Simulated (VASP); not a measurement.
# RuCl2 (P6_3/mmc) in VASP: notebook

The runs below take RuCl2 through single point, with PBE.

All numbers are computed with VASP 6.6.1; they aren't measurements. Logs are shortened: lines on timing, memory, paths and dates and some standing lists are left out, and cuts for length are marked.

### 1 The cell of the first run

It takes space group P6_3/mmc (No. 194, hexagonal). The conventional cell has a = 3.284 Å, b = 3.284 Å, c = 13.042 Å, α = 90.00°, β = 90.00°, γ = 120.00°. Within 3.3 Å of Ru (site symmetry -6m2) lie 6 Cl at 2.53 Å and 6 Ru at 3.28 Å. Cl (site symmetry 3m) has 3 Ru at 2.53 Å and 7 Cl at 3.28 to 3.36 Å within 3.4 Å.

The cell was generated, and may not be a known phase.

### 2 Single point, PBE, collinear spin, ferromagnetic start

File INCAR:

```
ALGO = Normal ; EDIFF = 1E-6
ENCUT = 520 ; GGA = PE
ISIF = 2 ; ISMEAR = 0
ISPIN = 2 ; LASPH = T
LCHARG = F ; LMAXMIX = 4
LORBIT = 11 ; LREAL = F
LWAVE = F ; MAGMOM = -1 -1 0 0 0 0
NBANDS = 41 ; NELM = 150
PREC = Accurate ; SIGMA = 0.1
```

File KPOINTS:

```
k-points
0
Gamma
  6 6 2
```

File POSCAR:

```
RuCl2
1.0
    3.2835539800      0.0000000000      0.0000000000
   -1.6417769900      2.8436411600      0.0000000000
    0.0000000000      0.0000000000     13.0416324400
Ru Cl
2 4
Direct
    0.3333333300      0.6666666700      0.2500000000
    0.6666666700      0.3333333300      0.7500000000
    0.3333333300      0.6666666700      0.6209999900
    0.6666666700      0.3333333300      0.1209999900
    0.3333333300      0.6666666700      0.8790000100
    0.6666666700      0.3333333300      0.3790000100
```

Potentials or basis: VASP PAW PBE potentials, release 64 (Ru_pv, Cl).

Run with:

```sh
cat potpaw_PBE.64/Ru_pv/POTCAR potpaw_PBE.64/Cl/POTCAR > POTCAR
mpirun -np 1 vasp_std > vasp.out
```

OUTCAR:

```text
EDIFF = 1E-6
   ENCUT = 520
   GGA = PE
   ISIF = 2
   ISMEAR = 0
   ISPIN = 2
   LASPH = T
   LORBIT = 11
   LREAL = F
   NELM = 150
   PREC = Accurate

 ion  position               nearest neighbor table
   1  0.333  0.667  0.250-   4 2.53   6 2.53   4 2.53   6 2.53   4 2.53   6 2.53
   2  0.667  0.333  0.750-   3 2.53   5 2.53   3 2.53   5 2.53   3 2.53   5 2.53
   3  0.333  0.667  0.621-   2 2.53   2 2.53   2 2.53
   4  0.667  0.333  0.121-   1 2.53   1 2.53   1 2.53
   5  0.333  0.667  0.879-   2 2.53   2 2.53   2 2.53
   6  0.667  0.333  0.379-   1 2.53   1 2.53   1 2.53

  LATTYP: Found a hexagonal cell.
 ALAT       =     3.2835539800
 C/A-ratio  =     3.9718038806

  Lattice vectors:

 A1 = (   3.2835539800,   0.0000000000,   0.0000000000)
 A2 = (  -1.6417769900,   2.8436411600,   0.0000000000)
 A3 = (   0.0000000000,   0.0000000000,  13.0416324400)

Analysis of symmetry for initial positions (statically):
=====================================================================
 Subroutine PRICEL returns:
 Original cell was already a primitive cell.

 Routine SETGRP: Setting up the symmetry group for a
 hexagonal supercell.

 Subroutine GETGRP returns: Found 24 space group operations
 (whereof 12 operations were pure point group operations)
 out of a pool of 24 trial point group operations.

The static configuration has the point symmetry D_3d.
 The point group associated with its full space group is D_6h.

Analysis of symmetry for dynamics (positions and initial velocities):
=====================================================================
 Subroutine PRICEL returns:
 Original cell was already a primitive cell.

 Routine SETGRP: Setting up the symmetry group for a
 hexagonal supercell.

 Subroutine GETGRP returns: Found 24 space group operations
 (whereof 12 operations were pure point group operations)
 out of a pool of 24 trial point group operations.

The dynamic configuration has the point symmetry D_3d.
 The point group associated with its full space group is D_6h.

Analysis of structural, dynamic, and magnetic symmetry:
=====================================================================
 Subroutine PRICEL returns:
 Original cell was already a primitive cell.

 Routine SETGRP: Setting up the symmetry group for a
 hexagonal supercell.

 Subroutine GETGRP returns: Found 24 space group operations
 (whereof 12 operations were pure point group operations)
 out of a pool of 24 trial point group operations.

The overall configuration has the point symmetry D_3d.
 The point group associated with its full space group is D_6h.

 Subroutine INISYM returns: Found 24 space group operations
 (whereof 12 operations are pure point group operations),
 and found     1 'primitive' translations

----------------------------------------------------------------------------------------

                                     Primitive cell

  volume of cell :     121.7730

  direct lattice vectors                    reciprocal lattice vectors
     3.283553980  0.000000000  0.000000000     0.304548062  0.175830905  0.000000000
    -1.641776990  2.843641160  0.000000000     0.000000000  0.351661811  0.000000000
     0.000000000  0.000000000 13.041632440     0.000000000  0.000000000  0.076677518

  length of vectors
     3.283553980  3.283553979 13.041632440     0.351661811  0.351661811  0.076677518

  position of ions in fractional coordinates (direct lattice)
     0.333333330  0.666666670  0.250000000
     0.666666670  0.333333330  0.750000000
     0.333333330  0.666666670  0.620999990
     0.666666670  0.333333330  0.120999990
     0.333333330  0.666666670  0.879000010
     0.666666670  0.333333330  0.379000010

  ion indices of the primitive-cell ions
   primitive index   ion index
                 1           1
                 2           2
                 3           3
                 4           4
                 5           5
                 6           6
[... 24 lines left out ...]

 Found     14 irreducible k-points:

 Following reciprocal coordinates:
            Coordinates               Weight
  0.000000  0.000000  0.000000      1.000000
  0.166667  0.000000  0.000000      6.000000
  0.333333  0.000000  0.000000      6.000000
  0.500000  0.000000  0.000000      3.000000
  0.166667  0.166667  0.000000      6.000000
  0.333333  0.166667  0.000000     12.000000
  0.333333  0.333333  0.000000      2.000000
  0.000000  0.000000  0.500000      1.000000
  0.166667  0.000000  0.500000      6.000000
  0.333333  0.000000  0.500000      6.000000
  0.500000  0.000000  0.500000      3.000000
  0.166667  0.166667  0.500000      6.000000
  0.333333  0.166667  0.500000     12.000000
  0.333333  0.333333  0.500000      2.000000
   k-points           NKPTS =     14   k-points in BZ     NKDIM =     14   number of bands    NBANDS=     41
   number of dos      NEDOS =    301   number of ions     NIONS =      6
   total plane-waves  NPLWV =  56448
   dimension x,y,z NGX =    24 NGY =   24 NGZ =   98
   dimension x,y,z NGXF=    48 NGYF=   48 NGZF=  196
   ions per type =               2   4
   NGX,Y,Z   is equivalent  to a cutoff of  12.15, 12.15, 12.49 a.u.
   NGXF,Y,Z  is equivalent  to a cutoff of  24.30, 24.30, 24.98 a.u.
 SYSTEM =  unknown system
   PREC   = accura    normal or accurate (medium, high low for compatibility)
   ISTART =      0    job   : 0-new  1-cont  2-samecut
   ICHARG =      2    charge: 1-file 2-atom 10-const
   ISPIN  =      2    spin polarized calculation?
   LNONCOLLINEAR =      F non collinear calculations
   LSORBIT =      F    spin-orbit coupling
   LASPH  =      T    aspherical Exc in radial PAW
   ENCUT  =  520.0 eV  38.22 Ry    6.18 a.u.   6.11  6.11 24.25*2*pi/ulx,y,z
   NELM   =    150;   NELMIN=  2; NELMDL= -5     # of ELM steps
   EDIFF  = 0.1E-05   stopping-criterion for ELM
   LREAL  =      F    real-space projection
[... 7 lines left out ...]
   TEBEG  =    0.0;   TEEND  =   0.0 temperature during run
   PSTRESS=    0.0 pullay stress
   NELECT =      56.0000    total number of electrons
   NUPDOWN=      -1.0000    fix difference up-down
   EMIN   =  10.00;   EMAX   =-10.00  energy-range for DOS
   EFERMI =   0.00;   METHOD = LEGACY
   ISMEAR =     0;   SIGMA  =   0.10  broadening in eV -4-tet -1-fermi 0-gaus
   EFERMI_NEDOS =   21; number of points for ismear=-14 and -15
   IALGO  =     38    algorithm
   IMIX   =      4    mixing-type and parameters
     AMIX     =   0.40;   BMIX     =  1.00
     AMIX_MAG =   1.60;   BMIX_MAG =  1.00
  volume/ion in A,a.u.               =      20.30       136.96
  Fermi-wavevector in a.u.,A,eV,Ry     =   1.263632  2.387918 21.725310  1.596765
  Thomas-Fermi vector in A             =   2.396979
   LORBIT       =     11    0 simple, 1 ext, 2 COOP (PROOUT), +10 PAW based schemes
   GGA     = PE    functional components
   LHFCALC =     F    Hartree Fock is set to
   AEXX    =    0.0000 exact exchange contribution
   IVDW    =     0    specifies the selected vdW correction
   LEPSILON=     F    determine dielectric tensor
   LRPA    =     F    only Hartree local field effects (RPA)
 spin polarized calculation
 Gauss-broadening in eV      SIGMA  =   0.10
  energy-cutoff  :      520.00
  volume of cell :      121.77
 maximum number of plane-waves:      3312
   NGX = 13   NGY = 13   NGZ = 49

 number of electron      55.9999998 magnetization      -7.8072559

 Free energy of the ion-electron system (eV)
  ---------------------------------------------------
  ext. energy  EPLUGINS =         0.00000000
  ---------------------------------------------------
  free energy    TOTEN  =       -24.96984726 eV

  energy without entropy =      -24.95722048  energy(sigma->0) =      -24.96353387

 E-fermi :   5.2798     XC(G=0): -10.0101

 val. band max:        5.2702297684   @ k =   0.3333   0.1667   0.0000
 cond. band min:       5.3246637290   @ k =   0.1667   0.0000   0.0000
 fundamental gap:      0.0544339607
 Fermi energy:         5.2798021109

 spin component 1

 k-point     1 :       0.0000    0.0000    0.0000
  band No.  band energies     occupation
      1     -36.5243      1.00000
      2     -36.5243      1.00000
      3     -36.5157      1.00000
      4     -36.5157      1.00000
      5     -36.5157      1.00000
      6     -36.5157      1.00000
[... 591 lines left out ...]
     39      14.9569      0.00000
     40      14.9569      0.00000
 Fermi energy:         5.2798021109

 spin component 2

 k-point     1 :       0.0000    0.0000    0.0000
  band No.  band energies     occupation
      1     -38.9248      1.00000
      2     -38.9248      1.00000
      3     -38.8664      1.00000
      4     -38.8664      1.00000
      5     -38.8664      1.00000
      6     -38.8664      1.00000
[... 591 lines left out ...]
     39      14.5696      0.00000
     40      14.5696      0.00000
 [bands above 40 left out]

------------------------ aborting loop because EDIFF is reached ----------------------------------------

  FORCE on cell =-STRESS in cart. coord.  units (eV):
  Direction    XX          YY          ZZ          XY          YZ          ZX
  --------------------------------------------------------------------------------------
  -------------------------------------------------------------------------------------
  Total        5.1679545      5.1679544      3.3391004      0.0000000     -0.0000000      0.0000000
  in kB       67.9952151     67.9952150     43.9328271      0.0000000     -0.0000000      0.0000000
  external PRESSURE =      59.9744190 kB  Pullay stress =       0.0000000 kB

 VOLUME and BASIS-vectors are now :
 -----------------------------------------------------------------------------
  energy-cutoff  :      520.00
  volume of cell :      121.77
      direct lattice vectors                 reciprocal lattice vectors
     3.283553980  0.000000000  0.000000000     0.304548062  0.175830905  0.000000000
    -1.641776990  2.843641160  0.000000000     0.000000000  0.351661811  0.000000000
     0.000000000  0.000000000 13.041632440     0.000000000  0.000000000  0.076677518

 POSITION                                       TOTAL-FORCE (eV/Angst)
 -----------------------------------------------------------------------------------
     -0.00000      1.89576      3.26041        -0.000000      0.000000     -0.000000
      1.64178      0.94788      9.78122         0.000000      0.000000     -0.000000
     -0.00000      1.89576      8.09885        -0.000000      0.000000     -0.305993
      1.64178      0.94788      1.57804         0.000000     -0.000000     -0.305993
     -0.00000      1.89576     11.46360         0.000000      0.000000      0.305993
      1.64178      0.94788      4.94278         0.000000     -0.000000      0.305993
 -----------------------------------------------------------------------------------
    total drift:                               -0.000015      0.000008     -0.000000

  FREE ENERGIE OF THE ION-ELECTRON SYSTEM (eV)
  ---------------------------------------------------
  free  energy   TOTEN  =       -24.9698472574 eV

  energy  without entropy=      -24.9572204764  energy(sigma->0) =      -24.96353387

 total charge

# of ion       s       p       d       tot
------------------------------------------
    1        0.216   6.156   5.853  12.225
    2        0.216   6.156   5.853  12.225
    3        1.612   3.473   0.000   5.085
    4        1.612   3.473   0.000   5.085
    5        1.612   3.473   0.000   5.085
    6        1.612   3.473   0.000   5.085
--------------------------------------------------
tot          6.882  26.203  11.706  44.791

 magnetization (x)

# of ion       s       p       d       tot
------------------------------------------
    1       -0.011  -0.013  -2.957  -2.981
    2       -0.011  -0.013  -2.957  -2.981
    3       -0.017  -0.296   0.000  -0.313
    4       -0.017  -0.296   0.000  -0.313
    5       -0.017  -0.296   0.000  -0.313
    6       -0.017  -0.296   0.000  -0.313
--------------------------------------------------
tot         -0.093  -1.209  -5.913  -7.215
```

It took 3.3 min on 1 thread of Intel Xeon Platinum 8259CL at 2.50GHz (Skylake/Cascade Lake), shared host; peak memory 0.32 GiB.

Results:

```yaml
Free_energy: -24.9698 eV
Pressure: 6.0 GPa
Largest_force: 0.306 eV/Å
Net_moment: -7.81 μB per cell
Site_moments: Ru -2.98; Cl -0.31 μB
Valence_electrons_inside_the_program's_atomic_spheres: Ru 12.22; Cl 5.08
```

Forces on the atoms (eV/Å):
```
Ru   0.000  0.000  0.000
Ru   0.000  0.000  0.000
Cl   0.000  0.000 -0.306
Cl   0.000  0.000 -0.306
Cl   0.000  0.000  0.306
Cl   0.000  0.000  0.306
```

Caveat: the k points lie up to 0.37 Å⁻¹ apart; this functional lacks dispersion, which binds layers or chains, so the pressure and a relaxed spacing across them are unreliable.

### 3 Single point, PBE, collinear spin, ferromagnetic start

This run uses another cell than the first one, of 24.35 Å³/atom.

File INCAR:

```
PREC     = Accurate       # precision mode
ENCUT    = 520            # plane-wave cutoff, eV
EDIFF    = 1E-6           # SCF threshold, eV
ISMEAR   = 0              # smearing method
SIGMA    = 0.1            # smearing width, eV
LREAL    = F              # projectors in reciprocal space
LASPH    = T              # aspherical terms in the spheres
NELM     = 150            # most SCF steps
ALGO     = Normal         # electronic algorithm
ISIF     = 2              # what is computed and relaxed
LWAVE    = F              # write WAVECAR
LCHARG   = F              # write CHGCAR
ISPIN    = 2              # spin polarisation
MAGMOM   = -1 -1 0 0 0 0  # initial moments
LORBIT   = 11             # projections on sites
LMAXMIX  = 4              # l up to which the mixer works
GGA      = PE             # functional
NBANDS   = 41             # bands
```

File KPOINTS:

```
regular mesh
0
Gamma
  6 6 2
```

File POSCAR:

```
RuCl2
1.0
    3.4638561808      0.0000000000      0.0000000000
   -1.7319280904      2.9997874477      0.0000000000
    0.0000000000      0.0000000000     14.0607006929
Ru Cl
2 4
Direct
    0.3333333333      0.6666666667      0.2500000000
    0.6666666667      0.3333333333      0.7500000000
    0.3333333333      0.6666666667      0.6327240283
    0.6666666667      0.3333333333      0.1327240283
    0.3333333333      0.6666666667      0.8672759717
    0.6666666667      0.3333333333      0.3672759717
```

Potentials or basis: VASP PAW PBE potentials, release 64 (Ru_pv, Cl).

Run with:

```sh
cat potpaw_PBE.64/Ru_pv/POTCAR potpaw_PBE.64/Cl/POTCAR > POTCAR
mpirun -np 1 vasp_std > vasp.out
```

It took 6.6 min on 1 thread of Intel Xeon Platinum 8259CL at 2.50GHz (Skylake/Cascade Lake), shared host; peak memory 0.39 GiB.

The run converged. Its results:

- Free energy: -25.2857 eV
- Pressure: 0.0 GPa
- Largest force: 0.014 eV/Å
- Band gap on the k mesh: 0.40 eV (least direct gap 0.53 eV)
- Net moment: -8.00 μB per cell
- Site moments: Ru -3.11; Cl -0.29 μB
- Valence electrons inside the program's atomic spheres: Ru 12.13; Cl 5.07

Forces in eV/Å, atoms in the order of the input:
```
Ru   0.000  0.000  0.000
Ru   0.000  0.000  0.000
Cl   0.000  0.000  0.014
Cl   0.000  0.000  0.014
Cl   0.000  0.000 -0.014
Cl   0.000  0.000 -0.014
```

Levels at points of the mesh, in eV from the valence-band top:
Spin up:
| k point | band 21 | band 22 | band 23 | band 24 | band 25 | band 26 | band 27 | band 28 |
| --- | --- | --- | --- | --- | --- | --- | --- | --- |
| (0.00, 0.00, 0.00) | -2.55 | -2.55 | -0.53 | -0.40 | 0.67 | 0.67 | 0.69 | 0.69 |
| (0.50, 0.00, 0.00) | -2.81 | -2.78 | -0.88 | -0.85 | 0.83 | 0.83 | 0.94 | 0.96 |
| (0.00, 0.00, 0.50) | -2.56 | -2.56 | -0.46 | -0.46 | 0.68 | 0.68 | 0.68 | 0.68 |
| (0.50, 0.00, 0.50) | -2.80 | -2.80 | -0.86 | -0.86 | 0.83 | 0.83 | 0.95 | 0.95 |
Spin down:
| k point | band 28 | band 29 | band 30 | band 31 | band 32 | band 33 | band 34 | band 35 | band 36 | band 37 |
| --- | --- | --- | --- | --- | --- | --- | --- | --- | --- | --- |
| (0.00, 0.00, 0.00) | -0.81 | -0.81 | -0.81 | -0.79 | -0.79 | 2.60 | 3.15 | 5.77 | 6.51 | 7.40 |
| (0.50, 0.00, 0.00) | -1.10 | -0.28 | -0.10 | -0.08 | -0.06 | 4.38 | 4.63 | 5.65 | 6.05 | 7.15 |
| (0.00, 0.00, 0.50) | -0.82 | -0.80 | -0.80 | -0.80 | -0.80 | 2.86 | 2.86 | 6.09 | 6.09 | 7.94 |
| (0.50, 0.00, 0.50) | -1.12 | -0.18 | -0.18 | -0.08 | -0.08 | 4.53 | 4.53 | 5.78 | 5.78 | 7.39 |

Caveat: this functional lacks dispersion, which binds layers or chains, so the pressure and a relaxed spacing across them are unreliable.

The gap in the log of VASP goes by the Fermi energy; the results here count the filled bands.